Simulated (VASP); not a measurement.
# Cu (P2_1/m) in VASP: single point with PBE+U

Aim: the single point of Cu with PBE+U.

Everything below comes from runs of VASP 6.6.1. Logs are shortened: lines on timing, memory, paths and dates and some standing lists are left out, and cuts for length are marked.

## (1) The cell of the first run

The structure is monoclinic, space group P2_1/m (No. 11). Conventional cell: a = 2.527 Å, b = 2.514 Å, c = 4.301 Å, α = 90.00°, β = 107.08°, γ = 90.00°. Cu (site symmetry m) has 12 Cu at 2.39 to 3.20 Å within 3.3 Å.

## (2) Single point, PBE+U

Contents of INCAR:

```
SYSTEM = Cu
  ALGO = Normal
  EDIFF = 1E-6
  ENCUT = 520
  GGA = PE
  ISIF = 2
  ISMEAR = 0
  LASPH = .True.
  LCHARG = .False.
  LDAU = .True.
  LDAUJ = 0
  LDAUL = 2
  LDAUPRINT = 1
  LDAUTYPE = 2
  LDAUU = 8
  LMAXMIX = 4
  LREAL = .False.
  LWAVE = .False.
  NBANDS = 18
  NELM = 150
  PREC = Accurate
  SIGMA = 0.15
```

Contents of KPOINTS:

```
k-points
0
Gamma
  18 18 18
  0 0 0
```

Contents of POSCAR:

```
Cu
1.0
    1.2634141204     -4.1115037498      0.0000000000
    1.2634141204      4.1115037498      0.0000000000
    0.0000000000      0.0000000000      2.5142119659
Cu
2
Direct
    0.0210080975      0.7529377565      0.2500000000
    0.9789919025      0.2470622435      0.7500000000
```

Potentials or basis: VASP PAW PBE potentials, release 64 (Cu).

Started as:

```sh
> cat potpaw_PBE.64/Cu/POTCAR > POTCAR
> mpirun -np 1 vasp_std > vasp.out
```

OUTCAR:

```text
SYSTEM = Cu
   EDIFF = 1E-6
   ENCUT = 520
   GGA = PE
   ISIF = 2
   ISMEAR = 0
   LASPH = .True.
   LREAL = .False.
   NELM = 150
   PREC = Accurate

 ion  position               nearest neighbor table
   1  0.021  0.753  0.250-   2 2.39   2 2.39   2 2.60   2 2.60
   2  0.979  0.247  0.750-   1 2.39   1 2.39   1 2.60   1 2.60

  LATTYP: Found a base centered orthorhombic cell.
 ALAT       =     2.5268282408
 B/A-ratio  =     3.2542803531
 C/A-ratio  =     0.9950070706

  Lattice vectors:

 A1 = (   1.2634141204,  -4.1115037498,   0.0000000000)
 A2 = (   1.2634141204,   4.1115037498,   0.0000000000)
 A3 = (   0.0000000000,   0.0000000000,   2.5142119659)

Analysis of symmetry for initial positions (statically):
=====================================================================
 Subroutine PRICEL returns:
 Original cell was already a primitive cell.

 Routine SETGRP: Setting up the symmetry group for a
 base centered orthorhombic supercell.

 Subroutine GETGRP returns: Found  4 space group operations
 (whereof  2 operations were pure point group operations)
 out of a pool of  8 trial point group operations.

The static configuration has the point symmetry S_2 .
 The point group associated with its full space group is C_2h.

Analysis of symmetry for dynamics (positions and initial velocities):
=====================================================================
 Subroutine PRICEL returns:
 Original cell was already a primitive cell.

 Routine SETGRP: Setting up the symmetry group for a
 base centered orthorhombic supercell.

 Subroutine GETGRP returns: Found  4 space group operations
 (whereof  2 operations were pure point group operations)
 out of a pool of  8 trial point group operations.

The dynamic configuration has the point symmetry S_2 .
 The point group associated with its full space group is C_2h.

 Subroutine INISYM returns: Found  4 space group operations
 (whereof  2 operations are pure point group operations),
 and found     1 'primitive' translations

----------------------------------------------------------------------------------------

                                     Primitive cell

  volume of cell :      26.1203

  direct lattice vectors                    reciprocal lattice vectors
     1.263414120 -4.111503750  0.000000000     0.395753057 -0.121610007  0.000000000
     1.263414120  4.111503750  0.000000000     0.395753057  0.121610007  0.000000000
     0.000000000  0.000000000  2.514211966     0.000000000  0.000000000  0.397738939

  length of vectors
     4.301241486  4.301241486  2.514211966     0.414016275  0.414016275  0.397738939

  position of ions in fractional coordinates (direct lattice)
     0.021008098  0.752937757  0.250000000
     0.978991902  0.247062243  0.750000000

  ion indices of the primitive-cell ions
   primitive index   ion index
                 1           1
                 2           2

----------------------------------------------------------------------------------------

 KPOINTS: k-points

Automatic generation of k-mesh.
 Grid dimensions read from file:
 generate k-points for:   18   18   18

 Generating k-lattice:

  Cartesian coordinates                     Fractional coordinates (reciprocal lattice)
     0.021986281 -0.006756112  0.000000000     0.055555556  0.000000000  0.000000000
     0.021986281  0.006756112  0.000000000     0.000000000  0.055555556  0.000000000
     0.000000000  0.000000000  0.022096608     0.000000000  0.000000000  0.055555556

  Length of vectors
     0.023000904  0.023000904  0.022096608

  Shift w.r.t. Gamma in fractional coordinates (k-lattice)
     0.000000000  0.000000000  0.000000000

 Subroutine IBZKPT returns following result:
 ===========================================

 Found   1640 irreducible k-points:

 Following reciprocal coordinates:
            Coordinates               Weight
  0.000000  0.000000  0.000000      1.000000
  0.055556  0.000000  0.000000      2.000000
  0.000000  0.055556  0.000000      2.000000
  0.111111  0.000000  0.000000      2.000000
  0.000000  0.111111  0.000000      2.000000
  0.166667  0.000000  0.000000      2.000000
[... 16 lines left out ...]
  0.166667  0.055556  0.000000      2.000000
[... 19 lines left out ...]
   NELM   =    150;   NELMIN=  2; NELMDL= -5     # of ELM steps
   EDIFF  = 0.1E-05   stopping-criterion for ELM
   LREAL  =      F    real-space projection
   EDIFFG = 0.1E-04   stopping-criterion for IOM
   NSW    =      0    number of steps for IOM
   IBRION =     -1    ionic relax: 0-MD 1-quasi-New 2-CG
   NFREE  =      0    steps in history (QN), initial steepest desc. (CG)
   ISIF   =      2    stress and relaxation
   ISYM   =      2    0-nonsym 1-usesym 2-fastsym
   POTIM  = 0.5000    time-step for ionic-motion
   TEBEG  =    0.0;   TEEND  =   0.0 temperature during run
   PSTRESS=    0.0 pullay stress
   NELECT =      22.0000    total number of electrons
   NUPDOWN=      -1.0000    fix difference up-down
   EMIN   =  10.00;   EMAX   =-10.00  energy-range for DOS
   EFERMI =   0.00;   METHOD = LEGACY
   ISMEAR =     0;   SIGMA  =   0.15  broadening in eV -4-tet -1-fermi 0-gaus
   EFERMI_NEDOS =   21; number of points for ismear=-14 and -15
   IALGO  =     38    algorithm
   IMIX   =      4    mixing-type and parameters
     AMIX     =   0.40;   BMIX     =  1.00
     AMIX_MAG =   1.60;   BMIX_MAG =  1.00
  volume/ion in A,a.u.               =      13.06        88.13
  Fermi-wavevector in a.u.,A,eV,Ry     =   1.546048  2.921607 32.521519  2.390264
  Thomas-Fermi vector in A             =   2.651340
   LORBIT       =      0    0 simple, 1 ext, 2 COOP (PROOUT), +10 PAW based schemes
 LDA+U is selected, type is set to LDAUTYPE =  2
   angular momentum for each species LDAUL =     2
   U (eV)           for each species LDAUU =   8.0
   J (eV)           for each species LDAUJ =   0.0
   GGA     = PE    functional components
   LHFCALC =     F    Hartree Fock is set to
   AEXX    =    0.0000 exact exchange contribution
   IVDW    =     0    specifies the selected vdW correction
   LEPSILON=     F    determine dielectric tensor
   LRPA    =     F    only Hartree local field effects (RPA)
 non-spin polarized calculation
 Gauss-broadening in eV      SIGMA  =   0.15
  energy-cutoff  :      520.00
  volume of cell :       26.12
 maximum number of plane-waves:       718
   NGX = 15   NGY = 15   NGZ =  9

atom =   1  type =  1  l = 2

 onsite density matrix

spin component  1

  0.9528  0.0000 -0.0005 -0.0000  0.0049
  0.0000  0.9455  0.0000 -0.0025  0.0000
 -0.0005  0.0000  0.9440  0.0000  0.0038
 -0.0000 -0.0025  0.0000  0.9563  0.0000
  0.0049  0.0000  0.0038  0.0000  0.9439

spin component  2

  0.9528  0.0000 -0.0005 -0.0000  0.0049
  0.0000  0.9455  0.0000 -0.0025  0.0000
 -0.0005  0.0000  0.9440  0.0000  0.0038
 -0.0000 -0.0025  0.0000  0.9563  0.0000
  0.0049  0.0000  0.0038  0.0000  0.9439

 occupancies and eigenvectors

  o =  0.9390  v = -0.2859  0.0000 -0.5985 -0.0000  0.7483  0.0000  0.0000  0.0000  0.0000  0.0000      0.0000  0.0000  0.0000  0.0000  0.0000  0.0000  0.0000  0.0000  0.0000  0.0000
  o =  0.9390  v =  0.0000  0.0000  0.0000  0.0000  0.0000 -0.2859  0.0000 -0.5985 -0.0000  0.7483      0.0000  0.0000  0.0000  0.0000  0.0000  0.0000  0.0000  0.0000  0.0000  0.0000
  o =  0.9450  v =  0.0000  0.9772  0.0000  0.2122  0.0000  0.0000  0.0000  0.0000  0.0000  0.0000      0.0000  0.0000  0.0000  0.0000  0.0000  0.0000  0.0000  0.0000  0.0000  0.0000
  o =  0.9450  v =  0.0000  0.0000  0.0000  0.0000  0.0000  0.0000  0.9772  0.0000  0.2122  0.0000      0.0000  0.0000  0.0000  0.0000  0.0000  0.0000  0.0000  0.0000  0.0000  0.0000
  o =  0.9466  v =  0.3357  0.0000 -0.7940  0.0000 -0.5068  0.0000  0.0000  0.0000  0.0000  0.0000      0.0000  0.0000  0.0000  0.0000  0.0000  0.0000  0.0000  0.0000  0.0000  0.0000
  o =  0.9466  v =  0.0000  0.0000  0.0000  0.0000  0.0000  0.3357  0.0000 -0.7940  0.0000 -0.5068      0.0000  0.0000  0.0000  0.0000  0.0000  0.0000  0.0000  0.0000  0.0000  0.0000
  o =  0.9551  v = -0.8975  0.0000 -0.1063  0.0000 -0.4279  0.0000  0.0000  0.0000  0.0000  0.0000      0.0000  0.0000  0.0000  0.0000  0.0000  0.0000  0.0000  0.0000  0.0000  0.0000
  o =  0.9551  v =  0.0000  0.0000  0.0000  0.0000  0.0000 -0.8975  0.0000 -0.1063  0.0000 -0.4279      0.0000  0.0000  0.0000  0.0000  0.0000  0.0000  0.0000  0.0000  0.0000  0.0000
  o =  0.9569  v =  0.0000  0.0000  0.0000  0.0000  0.0000  0.0000 -0.2122 -0.0000  0.9772 -0.0000      0.0000  0.0000  0.0000  0.0000  0.0000  0.0000  0.0000  0.0000  0.0000  0.0000
  o =  0.9569  v =  0.0000 -0.2122 -0.0000  0.9772 -0.0000  0.0000  0.0000  0.0000  0.0000  0.0000      0.0000  0.0000  0.0000  0.0000  0.0000  0.0000  0.0000  0.0000  0.0000  0.0000

atom =   2  type =  1  l = 2

 onsite density matrix

spin component  1

  0.9528  0.0000 -0.0005 -0.0000  0.0049
  0.0000  0.9455  0.0000 -0.0025  0.0000
 -0.0005  0.0000  0.9440  0.0000  0.0038
 -0.0000 -0.0025  0.0000  0.9563  0.0000
  0.0049  0.0000  0.0038  0.0000  0.9439

spin component  2

  0.9528  0.0000 -0.0005 -0.0000  0.0049
  0.0000  0.9455  0.0000 -0.0025  0.0000
 -0.0005  0.0000  0.9440  0.0000  0.0038
 -0.0000 -0.0025  0.0000  0.9563  0.0000
  0.0049  0.0000  0.0038  0.0000  0.9439

 occupancies and eigenvectors

  o =  0.9390  v = -0.2859  0.0000 -0.5985 -0.0000  0.7483  0.0000  0.0000  0.0000  0.0000  0.0000      0.0000  0.0000  0.0000  0.0000  0.0000  0.0000  0.0000  0.0000  0.0000  0.0000
  o =  0.9390  v =  0.0000  0.0000  0.0000  0.0000  0.0000 -0.2859  0.0000 -0.5985 -0.0000  0.7483      0.0000  0.0000  0.0000  0.0000  0.0000  0.0000  0.0000  0.0000  0.0000  0.0000
  o =  0.9450  v =  0.0000  0.9772  0.0000  0.2122  0.0000  0.0000  0.0000  0.0000  0.0000  0.0000      0.0000  0.0000  0.0000  0.0000  0.0000  0.0000  0.0000  0.0000  0.0000  0.0000
  o =  0.9450  v =  0.0000  0.0000  0.0000  0.0000  0.0000  0.0000  0.9772  0.0000  0.2122  0.0000      0.0000  0.0000  0.0000  0.0000  0.0000  0.0000  0.0000  0.0000  0.0000  0.0000
  o =  0.9466  v =  0.3357  0.0000 -0.7940  0.0000 -0.5068  0.0000  0.0000  0.0000  0.0000  0.0000      0.0000  0.0000  0.0000  0.0000  0.0000  0.0000  0.0000  0.0000  0.0000  0.0000
  o =  0.9466  v =  0.0000  0.0000  0.0000  0.0000  0.0000  0.3357  0.0000 -0.7940  0.0000 -0.5068      0.0000  0.0000  0.0000  0.0000  0.0000  0.0000  0.0000  0.0000  0.0000  0.0000
  o =  0.9551  v = -0.8975  0.0000 -0.1063  0.0000 -0.4279  0.0000  0.0000  0.0000  0.0000  0.0000      0.0000  0.0000  0.0000  0.0000  0.0000  0.0000  0.0000  0.0000  0.0000  0.0000
  o =  0.9551  v =  0.0000  0.0000  0.0000  0.0000  0.0000 -0.8975  0.0000 -0.1063  0.0000 -0.4279      0.0000  0.0000  0.0000  0.0000  0.0000  0.0000  0.0000  0.0000  0.0000  0.0000
  o =  0.9569  v =  0.0000  0.0000  0.0000  0.0000  0.0000  0.0000 -0.2122 -0.0000  0.9772 -0.0000      0.0000  0.0000  0.0000  0.0000  0.0000  0.0000  0.0000  0.0000  0.0000  0.0000
  o =  0.9569  v =  0.0000 -0.2122 -0.0000  0.9772 -0.0000  0.0000  0.0000  0.0000  0.0000  0.0000      0.0000  0.0000  0.0000  0.0000  0.0000  0.0000  0.0000  0.0000  0.0000  0.0000

 number of electron      21.9999992 magnetization

 Free energy of the ion-electron system (eV)
  ---------------------------------------------------
  ext. energy  EPLUGINS =         0.00000000
  ---------------------------------------------------
  free energy    TOTEN  =        -2.16947811 eV

  energy without entropy =       -2.16349923  energy(sigma->0) =       -2.16648867

 E-fermi :   5.7963     XC(G=0): -11.9235

 val. band max:        5.7948421193   @ k =   0.1111  -0.3333   0.0000
 cond. band min:       5.7964564108   @ k =   0.1111   0.0000   0.5000
 fundamental gap:      0.0016142915
 Fermi energy:         5.7962503287

 k-point     1 :       0.0000    0.0000    0.0000
  band No.  band energies     occupation
      1      -2.1004      2.00000
      2      -0.1784      2.00000
      3       0.3483      2.00000
      4       0.5101      2.00000
      5       1.2370      2.00000
      6       1.4626      2.00000
[... 481 lines left out ...]
      5       1.3561      2.00000
      6       1.4246      2.00000
[... 10 lines left out ...]
     17      25.3967      0.00000
     18      29.6562      0.00000

 [... further k-points ...]

------------------------ aborting loop because EDIFF is reached ----------------------------------------

  FORCE on cell =-STRESS in cart. coord.  units (eV):
  Direction    XX          YY          ZZ          XY          YZ          ZX
  --------------------------------------------------------------------------------------
  -------------------------------------------------------------------------------------
  Total       -1.0983771     -0.1752515     -0.1382399      0.9967236      0.0000000      0.0000000
  in kB      -67.3726688    -10.7496402     -8.4794108     61.1374101      0.0000000      0.0000000
  external PRESSURE =     -28.8672400 kB  Pullay stress =       0.0000000 kB

 VOLUME and BASIS-vectors are now :
 -----------------------------------------------------------------------------
  energy-cutoff  :      520.00
  volume of cell :       26.12
      direct lattice vectors                 reciprocal lattice vectors
     1.263414120 -4.111503750  0.000000000     0.395753057 -0.121610007  0.000000000
     1.263414120  4.111503750  0.000000000     0.395753057  0.121610007  0.000000000
     0.000000000  0.000000000  2.514211966     0.000000000  0.000000000  0.397738939

 POSITION                                       TOTAL-FORCE (eV/Angst)
 -----------------------------------------------------------------------------------
      0.97781      3.00933      0.62855         0.255696      0.580734      0.000000
      1.54901     -3.00933      1.88566        -0.255696     -0.580734      0.000000
 -----------------------------------------------------------------------------------
    total drift:                               -0.000000     -0.000000     -0.000000

  FREE ENERGIE OF THE ION-ELECTRON SYSTEM (eV)
  ---------------------------------------------------
  free  energy   TOTEN  =        -2.1694781064 eV

  energy  without entropy=       -2.1634992348  energy(sigma->0) =       -2.16648867
```

Wall time 24 min (1 thread of Oxide Virtual Turin-like, shared host); peak memory 0.65 GiB.

Results:

- Free energy: -2.1695 eV
- Pressure: -2.9 GPa
- Largest force: 0.635 eV/Å
- Band gap on the k mesh: zero (bands 11 and 12 overlap by 8.71 eV)

Forces on the atoms (eV/Å):
```
Cu   0.256  0.581  0.000
Cu  -0.256 -0.581  0.000
```

Eigenvalues of the final occupation matrices:
```csv
site,spin,trace,eigenvalues
site 1 d,1,4.74,0.94 0.94 0.95 0.96 0.96
site 1 d,2,4.74,0.94 0.94 0.95 0.96 0.96
site 2 d,1,4.74,0.94 0.94 0.95 0.96 0.96
site 2 d,2,4.74,0.94 0.94 0.95 0.96 0.96
```

Caveat: U without spin polarisation on a metal has little footing; the U is typed as a test and isn't derived for this compound.
